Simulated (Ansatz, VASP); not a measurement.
## One calculation of WS2, two programs

INCAR

```
  ALGO = Normal
  DIPOL = 0.5 0.5 0.394
  EDIFF = 1E-6
  ENCUT = 520
  GGA = PE
  IDIPOL = 3
  ISIF = 2
  ISMEAR = 0
  IVDW = 12
  LASPH = True
  LCHARG = False
  LDIPOL = True
  LREAL = False
  LWAVE = False
  NBANDS = 35
  NELM = 100
  PREC = Accurate
  SIGMA = 0.05
```

File KPOINTS:

```
k-points
0
Gamma
  9 9 1
```

File POSCAR:

```
WS2
1.0
    3.1595457497      0.0000000000      0.0000000000
   -1.5797728749      2.7362468836      0.0000000000
    0.0000000000      0.0000000000     23.8042575719
S W
4 2
Direct
    0.3333333333      0.6666666667      0.1890418126
    0.3333333333      0.6666666667      0.3214605103
    0.8333333333      0.6666666667      0.4668126596
    0.8333333333      0.6666666667      0.5992313572
    0.6666666667      0.3333333333      0.2552511581
    0.5000000000      1.0000000000      0.5330220050
```

Input for Ansatz:

```yaml
crystal:
  lattice:
    - [3.1595457497, 0.0, 0.0]
    - [-1.5797728749, 2.7362468836, 0.0]
    - [0.0, 0.0, 23.8042575719]
  atoms:
    - { symbol: S, position: [0.3333333333, 0.6666666667, 0.1890418126] }
    - { symbol: W, position: [0.6666666667, 0.3333333333, 0.2552511581] }
    - { symbol: S, position: [0.3333333333, 0.6666666667, 0.3214605103] }
    - { symbol: S, position: [0.8333333333, 0.6666666667, 0.4668126596] }
    - { symbol: W, position: [0.5, 1.0, 0.533022005] }
    - { symbol: S, position: [0.8333333333, 0.6666666667, 0.5992313572] }
basis:
  ecutwfc: 420
kpoints:
  mp_grid: { grid: [9, 9, 1] }
hamiltonian:
  xc: pbe
  pseudopotentials: { kind: paw, azcp: { folder: soft_1 } }
  dispersion: d3bj
scf:
  occupations: { method: gaussian, width: 0.05 }
output:
  forces: true
  eigenvalues: true
efield:
  axis: 3
  dipole_correction: true
  ramp_width: 0.04
```

Alike in both runs: task single point; functional PBE; dispersion D3(BJ); k mesh 9 × 9 × 1; occupations gaussian, width 0.05 eV; no spin polarisation.

```csv
,VASP,Ansatz
version,VASP 6.6.1,Ansatz 0.2.0
potentials or method,"VASP PAW PBE potentials, release 64 (S, W_sv), cutoff 520 eV","scalar-relativistic, plane waves, PAW"
valence electrons in the cell,52,52
```

|  | VASP | Ansatz | Ansatz less VASP |
| --- | --- | --- | --- |
| gap on the k mesh at the Fermi level (eV) | 1.76 | 1.74 | -0.015 |
| least direct gap on the mesh (eV) | 1.91 | 1.90 | -0.003 |
| rms of the force components (eV/Å) | 0.024 | 0.023 | -0.0004 |

Spin-orbit coupling is off throughout.
